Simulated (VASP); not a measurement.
Cu:

```
Cu
1.0
     2.54708    0.00000    0.00000
    -1.27354    2.20583    0.00000
     0.00000    0.00000    6.30601
Cu
3
Direct
  0.33333 0.66667 0.79820
  0.00000 0.00000 0.50000
  0.66667 0.33333 0.20180
```

* Program: VASP 6.6.1
* Task: relaxation of cell and atoms
* Functional: PBE
* Potentials or basis: VASP PAW PBE potentials, release 64 (Cu)
* Cutoff: 600 eV
* k mesh: 6 × 6 × 4
* Occupations: gaussian, width 0.1 eV
* Spin: no spin polarisation

At the start: pressure 11.2 GPa; volume 11.81 Å³/atom.

Problem. How do energy, volume and symmetry change on relaxing?

Solution. Over 16 steps the energy falls by 145.3 meV/atom and the volume is 12.04 Å³/atom (+2.0 %); space group P-3m1 (No. 164, to 0.1 Å) before, R-3m (No. 166, to 0.1 Å).

The path:
```csv
step,energy change (eV),largest force (eV/Å),pressure (GPa),volume (Å³)
1,0.0000,1.7815,11.20,35.43
2,-0.1948,0.5443,-7.95,39.83
3,-0.2131,0.7531,-4.75,38.72
4,-0.3147,0.6443,-3.33,37.63
5,-0.3807,0.3985,6.02,34.75
6,-0.4057,0.2848,0.50,36.05
7,-0.4115,0.1460,1.73,35.70
8,-0.4117,0.1067,2.13,35.61
9,-0.4245,0.1806,-0.31,36.24
10,-0.4246,0.1626,-0.18,36.21
11,-0.4331,0.1137,-0.30,36.22
12,-0.4353,0.0773,-0.25,36.23
13,-0.4355,0.0678,-0.29,36.23
14,-0.4358,0.0113,0.47,36.05
15,-0.4359,0.0243,0.54,36.09
16,-0.4358,0.0342,0.39,36.12
```

Final structure:
```
Cu
1.0
     2.61208    0.00000    0.00000
    -1.30604    2.26213    0.00000
     0.00000    0.00000    6.11320
Cu
3
Direct
  0.33333 0.66667 0.83382
  0.00000 0.00000 0.50000
  0.66667 0.33333 0.16618
```

Caveat: the k points lie up to 0.46 Å⁻¹ apart in the final cell, too coarse for converged energies and pressures of a metal.
